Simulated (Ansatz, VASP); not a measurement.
**Ir in VASP and in Ansatz**

```xyz
1
Lattice="0.0000 1.9773 1.9197 1.9773 0.0000 1.9197 1.9773 1.9773 0.0000" Properties=species:S:1:pos:R:3 pbc="T T T"
Ir    0.0000    0.0000    0.0000
```

Change from the starting cell: equal xx and yy strain of +3 %, crystal datasets.

Alike in both runs: task electric field gradients; functional PBE; k mesh 15 × 15 × 15; occupations fermi-dirac, width 0.05 eV; no spin polarisation.

|  | VASP | Ansatz |
| --- | --- | --- |
| version | VASP 6.6.1 | Ansatz 0.2.0 |
| potentials or method | VASP PAW PBE potentials, release 64 (Ir), cutoff 520 eV | all-electron PAW with datasets made for the crystal, scalar-relativistic |

VASP gave:

* pressure (GPa): -10.6
* traceless stress, the component that is largest in VASP (GPa): 6.27
* size of Vzz on the site where it differs most (V/Å²): 18.5

Question: Estimate Ansatz's values.

Answer: Pressure (GPa): -11.0; traceless stress, the component that is largest in VASP (GPa): 6.32; size of Vzz on the site where it differs most (V/Å²): 20.6.

Ansatz ran all-electron here, and VASP with PAW potentials.

Spin-orbit coupling is off throughout.
